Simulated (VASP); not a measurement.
# CdTe (F-43m) in VASP: electric field gradients with PBE

Aim: the electric field gradients of CdTe with PBE.

Program: VASP 6.6.1. These are calculated values, not measurements. Logs are shortened: lines on timing, memory, paths and dates and some standing lists are left out, and cuts for length are marked.

### 1 The cell of the first run

It takes space group F-43m (No. 216, cubic). The conventional cell has a = 5.824 Å, b = 5.824 Å, c = 5.824 Å, α = 90.00°, β = 90.00°, γ = 90.00°. Within 3.3 Å of Cd (site symmetry -43m) lie 4 Te at 2.52 Å. Te (site symmetry -43m) has 4 Cd at 2.52 Å within 3.3 Å.

### 2 Electric field gradients, PBE

The input, INCAR:

```
SYSTEM = CdTe
PREC = Accurate
ENCUT = 520
EDIFF = 1E-8
ISMEAR = -1
SIGMA = 0.05
LREAL = .False.
LASPH = .True.
NELM = 100
ALGO = Normal
ISIF = 2
LWAVE = .False.
LCHARG = .False.
GGA = PE
LEFG = .True.
ISYM = 0
NBANDS = 16
```

The input, KPOINTS:

```
regular mesh
0
Gamma
  10 10 10
  0 0 0
```

The input, POSCAR:

```
CdTe
1.0
    0.0000000000      2.9119357500      2.9119357500
    2.9119357500      0.0000000000      2.9119357500
    2.9119357500      2.9119357500      0.0000000000
Cd Te
1 1
Direct
    0.0000000000      0.0000000000      0.0000000000
    0.2500000000      0.2500000000      0.2500000000
```

Potentials or basis: VASP PAW PBE potentials, release 64 (Cd, Te).

Launch:

```sh
$ cat potpaw_PBE.64/Cd/POTCAR potpaw_PBE.64/Te/POTCAR > POTCAR
$ mpirun -np 1 vasp_std > vasp.out
```

OUTCAR:

```text
SYSTEM = CdTe
   PREC = Accurate
   ENCUT = 520
   EDIFF = 1E-8
   ISMEAR = -1
   LREAL = .False.
   LASPH = .True.
   NELM = 100
   ISIF = 2
   GGA = PE
   ISYM = 0

 ion  position               nearest neighbor table
   1  0.000  0.000  0.000-   2 2.52   2 2.52   2 2.52   2 2.52
   2  0.250  0.250  0.250-   1 2.52   1 2.52   1 2.52   1 2.52

IMPORTANT INFORMATION: All symmetrisations will be switched off!
NOSYMM: (Re-)initialisation of all symmetry stuff for point group C_1.

----------------------------------------------------------------------------------------

                                     Primitive cell

  volume of cell :      49.3828

  direct lattice vectors                    reciprocal lattice vectors
     0.000000000  2.911935750  2.911935750    -0.171707085  0.171707085  0.171707085
     2.911935750  0.000000000  2.911935750     0.171707085 -0.171707085  0.171707085
     2.911935750  2.911935750  0.000000000     0.171707085  0.171707085 -0.171707085

  length of vectors
     4.118099030  4.118099030  4.118099030     0.297405396  0.297405396  0.297405396

  position of ions in fractional coordinates (direct lattice)
     0.000000000  0.000000000  0.000000000
     0.250000000  0.250000000  0.250000000

  ion indices of the primitive-cell ions
   primitive index   ion index
                 1           1
                 2           2

----------------------------------------------------------------------------------------

 KPOINTS: regular mesh

Automatic generation of k-mesh.
 Grid dimensions read from file:
 generate k-points for:   10   10   10

 Generating k-lattice:

  Cartesian coordinates                     Fractional coordinates (reciprocal lattice)
    -0.017170709  0.017170709  0.017170709     0.100000000  0.000000000  0.000000000
     0.017170709 -0.017170709  0.017170709     0.000000000  0.100000000  0.000000000
     0.017170709  0.017170709 -0.017170709     0.000000000  0.000000000  0.100000000

  Length of vectors
     0.029740540  0.029740540  0.029740540

  Shift w.r.t. Gamma in fractional coordinates (k-lattice)
     0.000000000  0.000000000  0.000000000

 Subroutine IBZKPT returns following result:
[... 84 lines left out ...]
   NGX = 15   NGY = 15   NGZ = 15

 number of electron      18.0000005 magnetization

 Free energy of the ion-electron system (eV)
  ---------------------------------------------------
  ext. energy  EPLUGINS =         0.00000000
  ---------------------------------------------------
  free energy    TOTEN  =        -3.10012752 eV

  energy without entropy =       -3.10012751  energy(sigma->0) =       -3.10012752

 E-fermi :   6.7998     XC(G=0): -10.0924

 val. band max:        5.9700339522   @ k =   0.0000   0.0000   0.0000
 cond. band min:       7.6542773940   @ k =   0.0000   0.5000   0.5000
 fundamental gap:      1.6842434418
 Fermi energy:         6.7998373476

 k-point     1 :       0.0000    0.0000    0.0000
  band No.  band energies     occupation
      1      -7.6600      2.00000
      2      -4.0750      2.00000
      3      -4.0750      2.00000
      4      -4.0750      2.00000
      5      -3.4985      2.00000
      6      -3.4985      2.00000
[... 433 lines left out ...]
      3      -4.0439      2.00000
      4      -4.0439      2.00000
      5      -3.5113      2.00000
      6      -3.4925      2.00000
[... 8 lines left out ...]
     15      14.7017      0.00000
     16      15.9069      0.00000

 [... further k-points ...]

------------------------ aborting loop because EDIFF is reached ----------------------------------------

  FORCE on cell =-STRESS in cart. coord.  units (eV):
  Direction    XX          YY          ZZ          XY          YZ          ZX
  --------------------------------------------------------------------------------------
  -------------------------------------------------------------------------------------
  Total       10.5089886     10.5089885     10.5089886      0.0000054      0.0000054      0.0000054
  in kB      340.9542757    340.9542747    340.9542761      0.0001766      0.0001745      0.0001754
  external PRESSURE =     340.9542755 kB  Pullay stress =       0.0000000 kB

 VOLUME and BASIS-vectors are now :
 -----------------------------------------------------------------------------
  energy-cutoff  :      520.00
  volume of cell :       49.38
      direct lattice vectors                 reciprocal lattice vectors
     0.000000000  2.911935750  2.911935750    -0.171707085  0.171707085  0.171707085
     2.911935750  0.000000000  2.911935750     0.171707085 -0.171707085  0.171707085
     2.911935750  2.911935750  0.000000000     0.171707085  0.171707085 -0.171707085

 POSITION                                       TOTAL-FORCE (eV/Angst)
 -----------------------------------------------------------------------------------
      0.00000      0.00000      0.00000        -0.000001     -0.000001     -0.000001
      1.45597      1.45597      1.45597         0.000001      0.000001      0.000001
 -----------------------------------------------------------------------------------
    total drift:                                0.000002      0.000002      0.000002

  FREE ENERGIE OF THE ION-ELECTRON SYSTEM (eV)
  ---------------------------------------------------
  free  energy   TOTEN  =        -3.1001275156 eV

  energy  without entropy=       -3.1001275149  energy(sigma->0) =       -3.10012752

 Electric field gradients (V/A^2)
---------------------------------------------------------------------
 ion       V_xx      V_yy      V_zz      V_xy      V_xz      V_yz
---------------------------------------------------------------------
   1      -0.000    -0.000     0.000     0.002     0.002     0.002
   2      -0.000     0.000    -0.000    -0.000    -0.000    -0.000
---------------------------------------------------------------------

 Electric field gradients after diagonalization (V/A^2)
 (convention: |V_zz| > |V_xx| > |V_yy|)
----------------------------------------------------------------------
 ion       V_xx      V_yy      V_zz     asymmetry (V_yy - V_xx)/ V_zz
----------------------------------------------------------------------
   1      -0.002    -0.002     0.004       0.000
   2       0.000     0.000    -0.000       0.045
----------------------------------------------------------------------

           NMR quadrupolar parameters

 Cq : quadrupolar parameter    Cq=e*Q*V_zz/h
 eta: asymmetry parameters     (V_yy - V_xx)/ V_zz
 Q  : nuclear electric quadrupole moment in mb (millibarn)
----------------------------------------------------------------------
 ion       Cq(MHz)       eta       Q (mb)
----------------------------------------------------------------------
   1       0.000       0.000       1.000
   2      -0.000       0.045       1.000
----------------------------------------------------------------------
```

stdout:

```text
POSCAR found type information on POSCAR CdTe
 POSCAR found :  2 types and       2 ions
 scaLAPACK will be used
 LDA part: xc-table for (Slater+PW92), standard interpolation
 POSCAR, INCAR and KPOINTS ok, starting setup
 FFT: planning ... GRIDC
 FFT: planning ... GRID_SOFT
 FFT: planning ... GRID
 WAVECAR not read
 entering main loop
ion   1

     0.0000561    -0.0000086    -0.0000082    -0.0000006    -0.0000084    -0.0000002
     0.0000772    -0.0000086    -0.0000082    -0.0000006    -0.0000084    -0.0000002
     0.0001064    -0.0000086    -0.0000082    -0.0000006    -0.0000084    -0.0000002
     0.0001465    -0.0000086    -0.0000082    -0.0000006    -0.0000084    -0.0000002

ion   2

     0.0000585    -0.0000035    -0.0000061     0.0000036    -0.0000088     0.0000042
     0.0000806    -0.0000035    -0.0000061     0.0000036    -0.0000088     0.0000042
     0.0001110    -0.0000035    -0.0000061     0.0000036    -0.0000088     0.0000042
     0.0001528    -0.0000035    -0.0000061     0.0000036    -0.0000088     0.0000042
```

Wall time 6.5 min (1 thread of Intel Xeon 8259CL, shared host); peak memory 0.52 GiB.

What came out:

| Property | Result |
| --- | --- |
| Free energy | -3.1001 eV |
| Pressure | 34.1 GPa |
| Band gap on the k mesh | 1.68 eV (least direct gap 1.77 eV) |
| Largest electric field gradient by atom | zero within the noise of the run |

Levels at points of the mesh, in eV from the valence-band top:
```tsv
k point	band 5	band 6	band 7	band 8	band 9	band 10	band 11	band 12	band 13	band 14
(0.00, 0.00, 0.00)	-9.47	-9.47	0.00	0.00	0.00	1.77	4.16	4.16	4.16	7.70
(0.50, 0.00, 0.00)	-9.45	-8.78	-6.75	-1.41	-1.41	2.05	4.84	4.84	6.73	10.14
(0.00, 0.50, 0.00)	-9.45	-8.78	-6.75	-1.41	-1.41	2.05	4.84	4.84	6.73	10.14
(0.00, 0.00, 0.50)	-9.45	-8.78	-6.75	-1.41	-1.41	2.05	4.84	4.84	6.73	10.14
(0.50, 0.50, 0.50)	-9.45	-8.78	-6.75	-1.41	-1.41	2.05	4.84	4.84	6.73	10.14
(0.50, 0.50, 0.00)	-9.41	-8.51	-6.18	-3.29	-3.29	1.68	2.22	10.73	10.73	10.90
(0.00, 0.50, 0.50)	-9.41	-8.51	-6.18	-3.29	-3.29	1.68	2.22	10.73	10.73	10.90
(0.50, 0.00, 0.50)	-9.41	-8.51	-6.18	-3.29	-3.29	1.68	2.22	10.73	10.73	10.90
```

Caveat: the cell stands under pressure; spin-orbit coupling is left out, which moves the levels of the heavy elements. As with any semilocal functional, this PBE gap is likely too small.
